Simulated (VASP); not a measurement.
Here is a VASP 6.6.1 calculation.

POSCAR

```
SrO
1.0
    0.0000000000      2.5663000000      2.5663000000
    2.5663000000      0.0000000000      2.5663000000
    2.5663000000      2.5663000000      0.0000000000
Sr O
1 1
Direct
    0.5000000000      0.5000000000      0.5000000000
    0.0000000000      0.0000000000      0.0000000000
```

The input INCAR.step1:

```
SYSTEM = SrO
PREC = Accurate
ENCUT = 600
EDIFF = 1E-5
ISMEAR = -1
SIGMA = 0.05
LREAL = .False.
LASPH = .True.
NELM = 120
ALGO = Normal
LWAVE = .True.
LCHARG = .False.
GGA = PE
NBANDS = 15
GGA_COMPAT = .False.
IBRION = 2
ISIF = 3
EDIFFG = -0.005
NELMIN = 4
NSW = 100
```

The input INCAR.step2:

```
SYSTEM = SrO
PREC = Accurate
ENCUT = 600
EDIFF = 1E-7
ISMEAR = -1
SIGMA = 0.05
LREAL = .False.
LASPH = .True.
NELM = 120
ALGO = Normal
ISIF = 3
LWAVE = .False.
LCHARG = .False.
GGA = PE
LHFCALC = .True.
AEXX = 0.25
PRECFOCK = Normal
IBRION = 2
NSW = 60
EDIFFG = -0.01
ISTART = 1
GGA_COMPAT = .False.
NELMIN = 4
```

Contents of KPOINTS:

```
Automatic mesh
0
Gamma
  5 5 5
  0 0 0
```

Potentials or basis: VASP PAW PBE potentials, release 64 (Sr_sv, O).

The run is started by

```sh
$ cat potpaw_PBE.64/Sr_sv/POTCAR potpaw_PBE.64/O/POTCAR > POTCAR
$ cp INCAR.step1 INCAR
$ mpirun -np 1 vasp_std > vasp.out
$ cp INCAR.step2 INCAR
$ mpirun -np 1 vasp_std > vasp.out
```

(1) Predict the relaxed cell.

(2) Predict the relaxed volume.

(3) What does it give for the space group after relaxing (to 0.1 Å)?

## Answers

(1) a = 3.648 Å, b = 3.648 Å, c = 3.648 Å, α = 60.00°, β = 60.00°, γ = 60.00°.

(2) 17.17 Å³/atom.

(3) Fm-3m (No. 225).

Caveat: the k points lie up to 0.42 Å⁻¹ apart in the final cell; the PAW data sets were made with another functional, which shifts forces and pressure a little.
